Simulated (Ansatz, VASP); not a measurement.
## C in VASP and in Ansatz

```
C
1.0
     2.12684   -1.22795   -0.01101
     2.12684    1.22795   -0.01101
    -1.39689    0.00000    3.54240
C
2
Direct
  0.83334 0.83334 0.00001
  0.16666 0.16666 0.99999
```

Alike in both runs: task single point; functional r2SCAN; k mesh 14 × 14 × 8; occupations gaussian, width 0.02 eV; no spin polarisation.

|  | VASP | Ansatz |
| --- | --- | --- |
| version | VASP 6.6.1 | Ansatz 0.2.0 |
| potentials or method | VASP PAW PBE potentials, release 64 (C), cutoff 520 eV | scalar-relativistic, plane waves, PAW |
| valence electrons in the cell | 8 | 8 |

Ansatz gave:

- gap on the k mesh at the Fermi level (eV): 0.90
- least direct gap on the mesh (eV): 0.90
- pressure (GPa): 0.0
- traceless stress, the component that is largest in VASP (GPa): 0.00

Q: Which values does VASP return?

A: gap on the k mesh at the Fermi level (eV): 0.90; least direct gap on the mesh (eV): 0.90; pressure (GPa): 0.6; traceless stress, the component that is largest in VASP (GPa): -0.74.

VASP's potentials were made for PBE, not for r2SCAN. The functional is the same, so the differences come from potentials, cutoffs and numerics.
